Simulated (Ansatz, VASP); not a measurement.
# One calculation of V, two programs

```
CELL_PARAMETERS angstrom
2.57637 0.00000 0.00000
-1.28819 2.23121 0.00000
0.00000 0.00000 4.64068
ATOMIC_POSITIONS crystal
V 0.33333 0.66667 0.25000
V 0.66667 0.33333 0.75000
```

Alike in both runs: task single point; functional PBEsol; k mesh 23 × 23 × 11; occupations fermi-dirac, width 0.1 eV; no spin polarisation.

|  | VASP | Ansatz |
| --- | --- | --- |
| version | VASP 6.6.1 | Ansatz 0.2.0 |
| potentials or method | VASP PAW PBE potentials, release 64 (V_sv), cutoff 520 eV | plane waves (420 eV) with PAW, scalar-relativistic |
| valence electrons in the cell | 26 | 26 |

Ansatz gave:

```
pressure (GPa) : 0.0
```

Problem. Which values does VASP return?

Solution. Pressure (GPa): 0.2.

VASP's potentials were made for PBE, not for PBEsol, and Ansatz warns of the same on its side.
